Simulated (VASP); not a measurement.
# InGa2N3 (Cmmm) in VASP: relaxation of cell and atoms with r2SCAN+rVV10

Aim: the relaxation of cell and atoms of InGa2N3 with r2SCAN+rVV10.

All numbers are computed with VASP 6.6.1; they aren't measurements. Logs are shortened: lines on timing, memory, paths and dates and some standing lists are left out, and cuts for length are marked.

### 1 The cell of the first run

Symmetry: Cmmm, No. 65, orthorhombic system. Conventional cell: a = 5.137 Å, b = 10.573 Å, c = 2.905 Å, α = 90.00°, β = 90.00°, γ = 90.00°. In (site symmetry mmm) has 6 N at 2.14 to 2.95 Å and 2 In at 2.91 Å within 3.0 Å. Within 2.7 Å of Ga (site symmetry 2/m) lie 4 N at 2.00 Å and 2 Ga at 2.57 Å. Within 3.0 Å of N (site symmetry m2m) lie 4 Ga at 2.00 Å and 1 In at 2.14 Å and 4 N at 2.76 to 2.91 Å. Within 3.8 Å of N (site symmetry mmm) lie 14 N at 2.91 to 3.64 Å and 4 Ga at 2.94 Å and 4 In at 2.95 Å.

### 2 Relaxation of cell and atoms, r2SCAN+rVV10

File POSCAR:

```
InGa2N3
1.0
    2.5686005866     -5.2865664393      0.0000000000
    2.5686005866      5.2865664393      0.0000000000
    0.0000000000      0.0000000000      2.9051963996
In Ga N
1 2 3
Direct
    0.5000000000      0.5000000000      0.0000000000
    0.0000000000      0.5000000000      0.5000000000
    0.5000000000      0.0000000000      0.5000000000
    0.2978698447      0.7021301553      0.0000000000
    0.7021301553      0.2978698447      0.0000000000
    0.0000000000      0.0000000000      0.5000000000
```

File INCAR.step1:

```
SYSTEM = InGa2N3
PREC     = Accurate       ! precision mode
ENCUT    = 600            ! plane-wave cutoff, eV
ISMEAR   = -1             ! smearing method
SIGMA    = 0.03           ! smearing width, eV
LREAL    = .False.        ! projectors in reciprocal space
LASPH    = .True.         ! aspherical terms in the spheres
NELM     = 80             ! most SCF steps
GGA      = PE             ! functional
ALGO     = Normal         ! electronic algorithm
EDIFF    = 1E-4           ! SCF threshold, eV
LWAVE    = .True.         ! write WAVECAR
LCHARG   = .False.        ! write CHGCAR
```

File INCAR.step2:

```
SYSTEM = InGa2N3
PREC     = Accurate       ! precision mode
ENCUT    = 600            ! plane-wave cutoff, eV
EDIFF    = 1E-6           ! SCF threshold, eV
ISMEAR   = -1             ! smearing method
SIGMA    = 0.03           ! smearing width, eV
LREAL    = .False.        ! projectors in reciprocal space
LASPH    = .True.         ! aspherical terms in the spheres
NELM     = 80             ! most SCF steps
ALGO     = Normal         ! electronic algorithm
ISIF     = 3              ! what is computed and relaxed
LWAVE    = .False.        ! write WAVECAR
LCHARG   = .False.        ! write CHGCAR
METAGGA  = R2SCAN         ! meta-GGA
LMIXTAU  = .True.       
LUSE_VDW = .True.       
IVDW_NL  = 2            
BPARAM   = 11.95        
CPARAM   = 0.0093       
IBRION   = 2              ! ionic algorithm
NSW      = 100            ! ionic steps
EDIFFG   = -0.01          ! ionic threshold
ISTART   = 1
```

File KPOINTS:

```
regular mesh
0
Gamma
  6 6 8
  0 0 0
```

Potentials or basis: VASP PAW PBE potentials, release 64 (In_d, Ga_d, N).

Launch:

```bash
$ cat potpaw_PBE.64/In_d/POTCAR potpaw_PBE.64/Ga_d/POTCAR potpaw_PBE.64/N/POTCAR > POTCAR
$ cp INCAR.step1 INCAR
$ mpirun -np 1 vasp_std > vasp.out
$ cp INCAR.step2 INCAR
$ mpirun -np 1 vasp_std > vasp.out
```

OUTCAR:

```text
SYSTEM = InGa2N3
   PREC = Accurate
   ENCUT = 600
   EDIFF = 1E-6
   ISMEAR = -1
   LREAL = .False.
   LASPH = .True.
   NELM = 80
   ISIF = 3
   METAGGA = R2SCAN
   IVDW_NL = 2
   BPARAM = 11.95
   IBRION = 2
   NSW = 100
   EDIFFG = -0.01
   ISTART = 1

 ion  position               nearest neighbor table
   1  0.500  0.500  0.000-   4 2.14   5 2.14   2 3.28   3 3.28   2 3.28   3 3.28   3 3.28   3 3.28
                             2 3.28   2 3.28
   2  0.000  0.500  0.500-   4 2.00   5 2.00   4 2.00   5 2.00   3 2.57   3 2.57   1 3.28   1 3.28
                             1 3.28   1 3.28
   3  0.500  0.000  0.500-   4 2.00   5 2.00   4 2.00   5 2.00   2 2.57   2 2.57   1 3.28   1 3.28
                             1 3.28   1 3.28
   4  0.298  0.702  0.000-   2 2.00   3 2.00   2 2.00   3 2.00   1 2.14
   5  0.702  0.298  0.000-   2 2.00   3 2.00   2 2.00   3 2.00   1 2.14
   6  0.000  0.000  0.500-

  LATTYP: Found a base centered orthorhombic cell.
 ALAT       =     5.1372011732
 B/A-ratio  =     2.0581504446
 C/A-ratio  =     0.5655212443

  Lattice vectors:

 A1 = (   2.5686005866,  -5.2865664393,   0.0000000000)
 A2 = (   2.5686005866,   5.2865664393,   0.0000000000)
 A3 = (   0.0000000000,   0.0000000000,   2.9051963996)

Analysis of symmetry for initial positions (statically):
=====================================================================
 Subroutine PRICEL returns:
 Original cell was already a primitive cell.

 Routine SETGRP: Setting up the symmetry group for a
 base centered orthorhombic supercell.

 Subroutine GETGRP returns: Found  8 space group operations
 (whereof  8 operations were pure point group operations)
 out of a pool of  8 trial point group operations.

The static configuration has the point symmetry D_2h.

Analysis of symmetry for dynamics (positions and initial velocities):
=====================================================================
 Subroutine PRICEL returns:
 Original cell was already a primitive cell.

 Routine SETGRP: Setting up the symmetry group for a
 base centered orthorhombic supercell.

 Subroutine GETGRP returns: Found  8 space group operations
 (whereof  8 operations were pure point group operations)
 out of a pool of  8 trial point group operations.

The dynamic configuration has the point symmetry D_2h.

 Subroutine INISYM returns: Found  8 space group operations
 (whereof  8 operations are pure point group operations),
 and found     1 'primitive' translations

----------------------------------------------------------------------------------------

                                     Primitive cell

  volume of cell :      78.8998

  direct lattice vectors                    reciprocal lattice vectors
     2.568600587 -5.286566439  0.000000000     0.194658524 -0.094579347  0.000000000
     2.568600587  5.286566439  0.000000000     0.194658524  0.094579347  0.000000000
     0.000000000  0.000000000  2.905196400     0.000000000  0.000000000  0.344210808

  length of vectors
     5.877541467  5.877541467  2.905196400     0.216419024  0.216419024  0.344210808

  position of ions in fractional coordinates (direct lattice)
     0.500000000  0.500000000  0.000000000
     0.000000000  0.500000000  0.500000000
     0.500000000  0.000000000  0.500000000
     0.297869845  0.702130155  0.000000000
     0.702130155  0.297869845  0.000000000
     0.000000000  0.000000000  0.500000000

  ion indices of the primitive-cell ions
   primitive index   ion index
                 1           1
                 2           2
                 3           3
                 4           4
                 5           5
                 6           6

----------------------------------------------------------------------------------------

 KPOINTS: regular mesh

Automatic generation of k-mesh.
 Grid dimensions read from file:
 generate k-points for:    6    6    8

 Generating k-lattice:

  Cartesian coordinates                     Fractional coordinates (reciprocal lattice)
     0.032443087 -0.015763224  0.000000000     0.166666667  0.000000000  0.000000000
     0.032443087  0.015763224  0.000000000     0.000000000  0.166666667  0.000000000
     0.000000000  0.000000000  0.043026351     0.000000000  0.000000000  0.125000000

  Length of vectors
     0.036069837  0.036069837  0.043026351

  Shift w.r.t. Gamma in fractional coordinates (k-lattice)
     0.000000000  0.000000000  0.000000000

 Subroutine IBZKPT returns following result:
 ===========================================

 Found     65 irreducible k-points:

 Following reciprocal coordinates:
            Coordinates               Weight
  0.000000  0.000000  0.000000      1.000000
  0.166667  0.000000  0.000000      4.000000
  0.333333 -0.000000  0.000000      4.000000
  0.500000  0.000000  0.000000      2.000000
  0.166667  0.166667  0.000000      2.000000
  0.333333  0.166667  0.000000      4.000000
[... 16 lines left out ...]
  0.333333  0.333333  0.125000      4.000000
  0.500000  0.333333  0.125000      8.000000
 [... further k-points ...]
   k-points           NKPTS =     65   k-points in BZ     NKDIM =     65   number of bands    NBANDS=     32
   number of dos      NEDOS =    301   number of ions     NIONS =      6
   total plane-waves  NPLWV =  55296
   dimension x,y,z NGX =    48 NGY =   48 NGZ =   24
   dimension x,y,z NGXF=    96 NGYF=   96 NGZF=   48
   ions per type =               1   2   3
   NGX,Y,Z   is equivalent  to a cutoff of  13.58, 13.58, 13.73 a.u.
   NGXF,Y,Z  is equivalent  to a cutoff of  27.15, 27.15, 27.47 a.u.
 SYSTEM =  InGa2N3
   PREC   = accura    normal or accurate (medium, high low for compatibility)
   ISTART =      1    job   : 0-new  1-cont  2-samecut
   ICHARG =      0    charge: 1-file 2-atom 10-const
   ISPIN  =      1    spin polarized calculation?
   LNONCOLLINEAR =      F non collinear calculations
   LSORBIT =      F    spin-orbit coupling
   LASPH  =      T    aspherical Exc in radial PAW
   ENCUT  =  600.0 eV  44.10 Ry    6.64 a.u.  11.74 11.74  5.80*2*pi/ulx,y,z
   NELM   =     80;   NELMIN=  2; NELMDL=  0     # of ELM steps
   EDIFF  = 0.1E-05   stopping-criterion for ELM
   LREAL  =      F    real-space projection
   EDIFFG = -.1E-01   stopping-criterion for IOM
   NSW    =    100    number of steps for IOM
   IBRION =      2    ionic relax: 0-MD 1-quasi-New 2-CG
   NFREE  =      1    steps in history (QN), initial steepest desc. (CG)
   ISIF   =      3    stress and relaxation
   ISYM   =      2    0-nonsym 1-usesym 2-fastsym
   POTIM  = 0.5000    time-step for ionic-motion
   TEBEG  =    0.0;   TEEND  =   0.0 temperature during run
   PSTRESS=    0.0 pullay stress
   NELECT =      54.0000    total number of electrons
   NUPDOWN=      -1.0000    fix difference up-down
   EMIN   =  10.00;   EMAX   =-10.00  energy-range for DOS
   EFERMI =   0.00;   METHOD = LEGACY
   ISMEAR =    -1;   SIGMA  =   0.03  broadening in eV -4-tet -1-fermi 0-gaus
   EFERMI_NEDOS =   21; number of points for ismear=-14 and -15
   IALGO  =     38    algorithm
   IMIX   =      4    mixing-type and parameters
     AMIX     =   0.40;   BMIX     =  1.00
     AMIX_MAG =   1.60;   BMIX_MAG =  1.00
  volume/ion in A,a.u.               =      13.15        88.74
  Fermi-wavevector in a.u.,A,eV,Ry     =   1.442716  2.726338 28.319565  2.081429
  Thomas-Fermi vector in A             =   2.561205
   LORBIT       =      0    0 simple, 1 ext, 2 COOP (PROOUT), +10 PAW based schemes
   METAGGA = R2SCAN    functional components
   LHFCALC =     F    Hartree Fock is set to
   AEXX    =    0.0000 exact exchange contribution
   IVDW_NL    =     2    kernel type
   BPARAM     =11.9500
   IVDW    =     0    specifies the selected vdW correction
   LEPSILON=     F    determine dielectric tensor
   LRPA    =     F    only Hartree local field effects (RPA)
 conjugate gradient relaxation of ions
 non-spin polarized calculation
  energy-cutoff  :      600.00
  volume of cell :       78.90
 maximum number of plane-waves:      2668
   NGX = 23   NGY = 23   NGZ = 11

--------------------------------------- Ionic step        1  -------------------------------------------

 number of electron      54.0000003 magnetization

 Free energy of the ion-electron system (eV)
  ---------------------------------------------------
  ext. energy  EPLUGINS =         0.00000000
  ---------------------------------------------------
  free energy    TOTEN  =       -66.75458837 eV

  energy without entropy =      -66.74949327  energy(sigma->0) =      -66.75204082

------------------------ aborting loop because EDIFF is reached ----------------------------------------

  FORCE on cell =-STRESS in cart. coord.  units (eV):
  Direction    XX          YY          ZZ          XY          YZ          ZX
  --------------------------------------------------------------------------------------
  -------------------------------------------------------------------------------------
  Total        0.0104287      0.2506734     -0.7838559      0.0000000      0.0000000      0.0000000
  in kB        0.2117695      5.0902969    -15.9173594      0.0000000      0.0000000      0.0000000
  external PRESSURE =      -3.5384310 kB  Pullay stress =       0.0000000 kB
[... 265 lines left out ...]
  energy  without entropy=      -66.7546990496  energy(sigma->0) =      -66.75724850

--------------------------------------- Ionic step        8  -------------------------------------------

 number of electron      54.0000013 magnetization

 Free energy of the ion-electron system (eV)
  ---------------------------------------------------
  ext. energy  EPLUGINS =         0.00000000
  ---------------------------------------------------
  free energy    TOTEN  =       -66.75979874 eV

  energy without entropy =      -66.75469783  energy(sigma->0) =      -66.75724828

 E-fermi :   6.8337     XC(G=0): -12.1976

 val. band max:        6.8122341687   @ k =  -0.3333   0.1667   0.3750
 cond. band min:       6.8348379692   @ k =  -0.3333   0.1667   0.1250
 fundamental gap:      0.0226038005
 Fermi energy:         6.8336824256

 k-point     1 :       0.0000    0.0000    0.0000
  band No.  band energies     occupation
      1     -12.8501      2.00000
      2     -10.1712      2.00000
      3      -9.8198      2.00000
      4      -9.7784      2.00000
      5      -9.7009      2.00000
      6      -9.6233      2.00000
[... 829 lines left out ...]
     31      11.3232      0.00000
     32      12.0622      0.00000

 [... further k-points ...]

------------------------ aborting loop because EDIFF is reached ----------------------------------------

  FORCE on cell =-STRESS in cart. coord.  units (eV):
  Direction    XX          YY          ZZ          XY          YZ          ZX
  --------------------------------------------------------------------------------------
  -------------------------------------------------------------------------------------
  Total       -0.0216282     -0.0169853     -0.0034986     -0.0000000      0.0000000      0.0000000
  in kB       -0.4391404     -0.3448713     -0.0710364     -0.0000000      0.0000000      0.0000000
  external PRESSURE =      -0.2850161 kB  Pullay stress =       0.0000000 kB
[... 21 lines left out ...]
  FREE ENERGIE OF THE ION-ELECTRON SYSTEM (eV)
  ---------------------------------------------------
  free  energy   TOTEN  =       -66.7597987362 eV

  energy  without entropy=      -66.7546978303  energy(sigma->0) =      -66.75724828

 reached required accuracy - stopping structural energy minimisation
```

Run time: 85 min. Hardware: 1 thread of Oxide Virtual Turin-like, shared host; peak memory 0.56 GiB.

What came out:

```
Free energy                           : -66.7598 eV
Relaxed volume                        : 13.15 Å³/atom
Relaxed cell                          : a = 5.910 Å, b = 5.910 Å, c = 2.884 Å, α = 90.00°, β = 90.00°, γ = 128.41°
Space group after relaxing (to 0.1 Å) : Cmmm (No. 65)
Energy gained by relaxing             : 0.9 meV/atom
Ionic steps                           : 8
Pressure after relaxing               : 0.0 GPa
Largest force after relaxing          : 0.009 eV/Å
Band gap on the k mesh                : zero (bands 27 and 28 overlap by 1.86 eV)
```

Forces in eV/Å, atoms in the order of the input:
```
In   0.000  0.000  0.000
Ga   0.000  0.000  0.000
Ga   0.000  0.000  0.000
N    0.000 -0.009  0.000
N    0.000  0.009  0.000
N    0.000  0.000  0.000
```

Step by step:
| step | energy change (eV) | largest force (eV/Å) | pressure (GPa) | volume (Å³) |
| --- | --- | --- | --- | --- |
| 1 | 0.0000 | 0.1190 | -0.35 | 78.90 |
| 2 | -0.0039 | 0.0761 | 0.46 | 78.57 |
| 3 | -0.0040 | 0.0716 | 0.57 | 78.53 |
| 4 | -0.0052 | 0.0032 | -0.06 | 78.95 |
| 5 | -0.0052 | 0.0059 | -0.01 | 78.93 |
| 6 | -0.0052 | 0.0049 | -0.07 | 78.94 |
| 7 | -0.0052 | 0.0121 | 0.04 | 78.90 |
| 8 | -0.0052 | 0.0090 | -0.03 | 78.91 |

Final structure:
```
In Ga N
1.0
     2.57133   -5.32081    0.00000
     2.57133    5.32081    0.00000
     0.00000    0.00000    2.88378
In Ga N
1 2 3
Direct
  0.50000 0.50000 0.00000
  0.00000 0.50000 0.50000
  0.50000 0.00000 0.50000
  0.29669 0.70331 0.00000
  0.70331 0.29669 0.00000
  0.00000 0.00000 0.50000
```

Caveat: the PAW data sets were made with another functional, which shifts forces and pressure a little; spin-orbit coupling is left out, which moves the levels of the heavy elements.

The gap in the log of VASP goes by the Fermi energy; the results here count the filled bands.